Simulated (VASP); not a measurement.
# NaCl in VASP: a series of runs

NaCl is run at these levels: LDA; tasks: single point.

Program: VASP 6.6.1. These are calculated values, not measurements. Logs are shortened: lines on timing, memory, paths and dates and some standing lists are left out, and cuts for length are marked.

## 1. The cell of the first run

It takes space group Fm-3m (No. 225, cubic). Conventional cell: a = 5.464 Å, b = 5.464 Å, c = 5.464 Å, α = 90.00°, β = 90.00°, γ = 90.00°. Within 3.6 Å of Na (site symmetry m-3m) lie 6 Cl at 2.73 Å. Cl (site symmetry m-3m) has 6 Na at 2.73 Å within 3.6 Å.

## 2. Single point, LDA

INCAR

```
ALGO = Normal
EDIFF = 1E-6
ENCUT = 520
GGA = CA
ISIF = 2
ISMEAR = 0
LASPH = True
LCHARG = False
LREAL = False
LWAVE = False
NBANDS = 14
NELM = 60
PREC = Accurate
SIGMA = 0.01
```

KPOINTS

```
k-points
0
Gamma
  8 8 8
```

POSCAR

```
NaCl
1.0
    0.0000000000      2.7321936073      2.7321936073
    2.7321936073      0.0000000000      2.7321936073
    2.7321936073      2.7321936073      0.0000000000
Na Cl
1 1
Direct
    0.0000000000      0.0000000000      0.0000000000
    0.5000000000      0.5000000000      0.5000000000
```

Potentials or basis: VASP PAW LDA potentials, release 64 (Na_pv, Cl).

Command:

```console
cat potpaw_LDA.64/Na_pv/POTCAR potpaw_LDA.64/Cl/POTCAR > POTCAR
mpirun -np 1 vasp_std > vasp.out
```

OUTCAR:

```text
EDIFF = 1E-6
   ENCUT = 520
   GGA = CA
   ISIF = 2
   ISMEAR = 0
   LASPH = True
   LREAL = False
   NELM = 60
   PREC = Accurate

 ion  position               nearest neighbor table
   1  0.000  0.000  0.000-
   2  0.500  0.500  0.500-

  LATTYP: Found a face centered cubic cell.
 ALAT       =     5.4643872146

  Lattice vectors:

 A1 = (   0.0000000000,   2.7321936073,   2.7321936073)
 A2 = (   2.7321936073,   0.0000000000,   2.7321936073)
 A3 = (   2.7321936073,   2.7321936073,   0.0000000000)

Analysis of symmetry for initial positions (statically):
=====================================================================
 Subroutine PRICEL returns:
 Original cell was already a primitive cell.

 Routine SETGRP: Setting up the symmetry group for a
 face centered cubic supercell.

 Subroutine GETGRP returns: Found 48 space group operations
 (whereof 48 operations were pure point group operations)
 out of a pool of 48 trial point group operations.

The static configuration has the point symmetry O_h .

Analysis of symmetry for dynamics (positions and initial velocities):
=====================================================================
 Subroutine PRICEL returns:
 Original cell was already a primitive cell.

 Routine SETGRP: Setting up the symmetry group for a
 face centered cubic supercell.

 Subroutine GETGRP returns: Found 48 space group operations
 (whereof 48 operations were pure point group operations)
 out of a pool of 48 trial point group operations.

The dynamic configuration has the point symmetry O_h .

 Subroutine INISYM returns: Found 48 space group operations
 (whereof 48 operations are pure point group operations),
 and found     1 'primitive' translations

----------------------------------------------------------------------------------------

                                     Primitive cell

  volume of cell :      40.7910

  direct lattice vectors                    reciprocal lattice vectors
     0.000000000  2.732193607  2.732193607    -0.183003137  0.183003137  0.183003137
     2.732193607  0.000000000  2.732193607     0.183003137 -0.183003137  0.183003137
     2.732193607  2.732193607  0.000000000     0.183003137  0.183003137 -0.183003137

  length of vectors
     3.863905254  3.863905254  3.863905254     0.316970731  0.316970731  0.316970731

  position of ions in fractional coordinates (direct lattice)
     0.000000000  0.000000000  0.000000000
     0.500000000  0.500000000  0.500000000

  ion indices of the primitive-cell ions
   primitive index   ion index
                 1           1
                 2           2

----------------------------------------------------------------------------------------

 KPOINTS: k-points

Automatic generation of k-mesh.
 Grid dimensions read from file:
 generate k-points for:    8    8    8

 Generating k-lattice:

  Cartesian coordinates                     Fractional coordinates (reciprocal lattice)
    -0.022875392  0.022875392  0.022875392     0.125000000  0.000000000  0.000000000
     0.022875392 -0.022875392  0.022875392     0.000000000  0.125000000  0.000000000
     0.022875392  0.022875392 -0.022875392     0.000000000  0.000000000  0.125000000

  Length of vectors
     0.039621341  0.039621341  0.039621341

  Shift w.r.t. Gamma in fractional coordinates (k-lattice)
     0.000000000  0.000000000  0.000000000

 Subroutine IBZKPT returns following result:
 ===========================================

 Found     29 irreducible k-points:

 Following reciprocal coordinates:
            Coordinates               Weight
  0.000000  0.000000  0.000000      1.000000
  0.125000  0.000000  0.000000      8.000000
  0.250000  0.000000  0.000000      8.000000
  0.375000  0.000000  0.000000      8.000000
  0.500000  0.000000  0.000000      4.000000
  0.125000  0.125000  0.000000      6.000000
[... 16 lines left out ...]
  0.500000  0.250000  0.125000     48.000000
 -0.375000  0.250000  0.125000     24.000000
 [... further k-points ...]
   k-points           NKPTS =     29   k-points in BZ     NKDIM =     29   number of bands    NBANDS=     14
   number of dos      NEDOS =    301   number of ions     NIONS =      2
   total plane-waves  NPLWV =  27000
   dimension x,y,z NGX =    30 NGY =   30 NGZ =   30
   dimension x,y,z NGXF=    60 NGYF=   60 NGZF=   60
   ions per type =               1   1
   NGX,Y,Z   is equivalent  to a cutoff of  12.91, 12.91, 12.91 a.u.
   NGXF,Y,Z  is equivalent  to a cutoff of  25.82, 25.82, 25.82 a.u.
 SYSTEM =  unknown system
   PREC   = accura    normal or accurate (medium, high low for compatibility)
   ISTART =      0    job   : 0-new  1-cont  2-samecut
   ICHARG =      2    charge: 1-file 2-atom 10-const
   ISPIN  =      1    spin polarized calculation?
   LNONCOLLINEAR =      F non collinear calculations
   LSORBIT =      F    spin-orbit coupling
   LASPH  =      T    aspherical Exc in radial PAW
   ENCUT  =  520.0 eV  38.22 Ry    6.18 a.u.   7.18  7.18  7.18*2*pi/ulx,y,z
   NELM   =     60;   NELMIN=  2; NELMDL= -5     # of ELM steps
   EDIFF  = 0.1E-05   stopping-criterion for ELM
   LREAL  =      F    real-space projection
   EDIFFG = 0.1E-04   stopping-criterion for IOM
   NSW    =      0    number of steps for IOM
   IBRION =     -1    ionic relax: 0-MD 1-quasi-New 2-CG
   NFREE  =      0    steps in history (QN), initial steepest desc. (CG)
   ISIF   =      2    stress and relaxation
   ISYM   =      2    0-nonsym 1-usesym 2-fastsym
   POTIM  = 0.5000    time-step for ionic-motion
   TEBEG  =    0.0;   TEEND  =   0.0 temperature during run
   PSTRESS=    0.0 pullay stress
   NELECT =      14.0000    total number of electrons
   NUPDOWN=      -1.0000    fix difference up-down
   EMIN   =  10.00;   EMAX   =-10.00  energy-range for DOS
   EFERMI =   0.00;   METHOD = LEGACY
   ISMEAR =     0;   SIGMA  =   0.01  broadening in eV -4-tet -1-fermi 0-gaus
   EFERMI_NEDOS =   21; number of points for ismear=-14 and -15
   IALGO  =     38    algorithm
   IMIX   =      4    mixing-type and parameters
     AMIX     =   0.40;   BMIX     =  1.00
     AMIX_MAG =   1.60;   BMIX_MAG =  1.00
  volume/ion in A,a.u.               =      20.40       137.64
  Fermi-wavevector in a.u.,A,eV,Ry     =   1.146206  2.166015 17.875176  1.313788
  Thomas-Fermi vector in A             =   2.282891
   LORBIT       =      0    0 simple, 1 ext, 2 COOP (PROOUT), +10 PAW based schemes
   GGA     = CA    functional components
   LHFCALC =     F    Hartree Fock is set to
   AEXX    =    0.0000 exact exchange contribution
   IVDW    =     0    specifies the selected vdW correction
   LEPSILON=     F    determine dielectric tensor
   LRPA    =     F    only Hartree local field effects (RPA)
 non-spin polarized calculation
 Gauss-broadening in eV      SIGMA  =   0.01
  energy-cutoff  :      520.00
  volume of cell :       40.79
 maximum number of plane-waves:      1121
 NGX is ok and might be reduce to    30
   NGX = 15   NGY = 15   NGZ = 15

 number of electron      13.9999993 magnetization

 Free energy of the ion-electron system (eV)
  ---------------------------------------------------
  ext. energy  EPLUGINS =         0.00000000
  ---------------------------------------------------
  free energy    TOTEN  =        -7.38920269 eV

  energy without entropy =       -7.38920269  energy(sigma->0) =       -7.38920269

 E-fermi :  -0.3089     XC(G=0):  -9.1378

 val. band max:       -0.3578070764   @ k =   0.0000   0.0000   0.0000
 cond. band min:       4.7227720899   @ k =   0.0000   0.0000   0.0000
 fundamental gap:      5.0805791663
 Fermi energy:        -0.3088509492

 k-point     1 :       0.0000    0.0000    0.0000
  band No.  band energies     occupation
      1     -20.9861      2.00000
      2     -20.9861      2.00000
      3     -20.9861      2.00000
      4     -13.1816      2.00000
      5      -0.3578      2.00000
      6      -0.3578      2.00000
      7      -0.3578      2.00000
      8       4.7228      0.00000
      9      10.5717      0.00000
     10      10.5717      0.00000
     11      10.5717      0.00000
     12      12.9292      0.00000
     13      12.9292      0.00000
     14      14.4571      0.00000

 k-point     2 :       0.1250    0.0000    0.0000
  band No.  band energies     occupation
      1     -20.9933      2.00000
      2     -20.9866      2.00000
      3     -20.9866      2.00000
      4     -13.1169      2.00000
      5      -0.8138      2.00000
      6      -0.4101      2.00000
      7      -0.4101      2.00000
      8       5.2762      0.00000
      9      10.0146      0.00000
     10      10.7912      0.00000
     11      10.7912      0.00000
     12      12.6743      0.00000
     13      12.6743      0.00000
     14      15.5024      0.00000

 k-point     3 :       0.2500    0.0000    0.0000
  band No.  band energies     occupation
      1     -21.0106      2.00000
      2     -20.9877      2.00000
      3     -20.9877      2.00000
      4     -12.9550      2.00000
      5      -1.6958      2.00000
      6      -0.5313      2.00000
      7      -0.5313      2.00000
      8       6.2568      0.00000
      9       9.5666      0.00000
     10      10.9418      0.00000
     11      10.9418      0.00000
     12      12.9110      0.00000
     13      12.9110      0.00000
     14      15.5483      0.00000
[... 324 lines left out ...]
 k-point    23 :       0.5000    0.2500    0.1250
  band No.  band energies     occupation
      1     -21.0213      2.00000
      2     -20.9983      2.00000
      3     -20.9916      2.00000
      4     -12.7245      2.00000
      5      -2.2255      2.00000
      6      -1.2062      2.00000
      7      -0.8065      2.00000
      8       7.7997      0.00000
      9       9.2257      0.00000
     10       9.5048      0.00000
     11      11.6143      0.00000
     12      13.4992      0.00000
     13      16.0469      0.00000
     14      16.5726      0.00000

 k-point    24 :      -0.3750    0.2500    0.1250
  band No.  band energies     occupation
      1     -21.0248      2.00000
      2     -20.9991      2.00000
      3     -20.9929      2.00000
      4     -12.6708      2.00000
      5      -2.3678      2.00000
      6      -1.3028      2.00000
      7      -0.8709      2.00000
      8       7.8537      0.00000
      9       9.2167      0.00000
     10       9.9968      0.00000
     11      11.4150      0.00000
     12      14.1763      0.00000
     13      15.5778      0.00000
     14      16.7212      0.00000

 [... further k-points ...]
[... 5 lines left out ...]
  --------------------------------------------------------------------------------------
  -------------------------------------------------------------------------------------
  Total        0.0079966      0.0079966      0.0079966      0.0000000      0.0000000      0.0000000
  in kB        0.3140901      0.3140901      0.3140901      0.0000000      0.0000000      0.0000000
  external PRESSURE =       0.3140901 kB  Pullay stress =       0.0000000 kB

 VOLUME and BASIS-vectors are now :
 -----------------------------------------------------------------------------
  energy-cutoff  :      520.00
  volume of cell :       40.79
      direct lattice vectors                 reciprocal lattice vectors
     0.000000000  2.732193607  2.732193607    -0.183003137  0.183003137  0.183003137
     2.732193607  0.000000000  2.732193607     0.183003137 -0.183003137  0.183003137
     2.732193607  2.732193607  0.000000000     0.183003137  0.183003137 -0.183003137

 POSITION                                       TOTAL-FORCE (eV/Angst)
 -----------------------------------------------------------------------------------
      0.00000      0.00000      0.00000         0.000000      0.000000      0.000000
      2.73219      2.73219      2.73219        -0.000000     -0.000000     -0.000000
 -----------------------------------------------------------------------------------
    total drift:                               -0.000000      0.000000      0.000000

  FREE ENERGIE OF THE ION-ELECTRON SYSTEM (eV)
  ---------------------------------------------------
  free  energy   TOTEN  =        -7.3892026917 eV

  energy  without entropy=       -7.3892026917  energy(sigma->0) =       -7.38920269
```

Run time: 22 s. Hardware: 1 thread of Intel Xeon 8259CL, shared host; peak memory 0.14 GiB.

What came out:

| Property | Result |
| --- | --- |
| Free energy | -7.3892 eV |
| Pressure | 0.0 GPa |
| Band gap on the k mesh | 5.08 eV |

## 3. Single point, LDA

This run uses another cell than the first one, of 20.70 Å³/atom.

INCAR

```
SYSTEM = NaCl
PREC = Accurate
ENCUT = 520
EDIFF = 1E-6
ISMEAR = 0
SIGMA = 0.01
LREAL = .False.
LASPH = .True.
NELM = 100
ALGO = Normal
ISIF = 2
LWAVE = .False.
LCHARG = .True.
LELF = .True.
LVHAR = .True.
NBANDS = 14
```

KPOINTS

```
Automatic mesh
0
Gamma
  8 8 8
  0 0 0
```

POSCAR

```
NaCl
1.0
    0.0000000000      2.7458545753      2.7458545753
    2.7458545753      0.0000000000      2.7458545753
    2.7458545753      2.7458545753      0.0000000000
Na Cl
1 1
Direct
    0.0000000000      0.0000000000      0.0000000000
    0.5000000000      0.5000000000      0.5000000000
```

Potentials or basis: VASP PAW LDA potentials, release 64 (Na_pv, Cl).

Command:

```console
cat potpaw_LDA.64/Na_pv/POTCAR potpaw_LDA.64/Cl/POTCAR > POTCAR
mpirun -np 1 vasp_std > vasp.out
```

It took 20 s on 1 thread of Intel Xeon 8259CL, shared host; peak memory 0.14 GiB.

Results (log left out):

- Free energy: -7.3885 eV
- Pressure: -0.4 GPa
- Band gap on the k mesh: 5.02 eV

Levels at points of the mesh, in eV from the valence-band top:
| k point | band 3 | band 4 | band 5 | band 6 | band 7 | band 8 | band 9 | band 10 | band 11 | band 12 |
| --- | --- | --- | --- | --- | --- | --- | --- | --- | --- | --- |
| (0.00, 0.00, 0.00) | -20.65 | -12.78 | 0.00 | 0.00 | 0.00 | 5.02 | 10.92 | 10.92 | 10.92 | 13.25 |
| (0.50, 0.00, 0.00) | -20.65 | -12.33 | -2.28 | -0.32 | -0.32 | 7.03 | 10.86 | 10.86 | 10.92 | 15.06 |
| (0.50, 0.50, 0.00) | -20.66 | -12.28 | -1.97 | -0.71 | -0.71 | 7.40 | 7.65 | 11.51 | 15.05 | 15.05 |

[end of part 1 of 2]
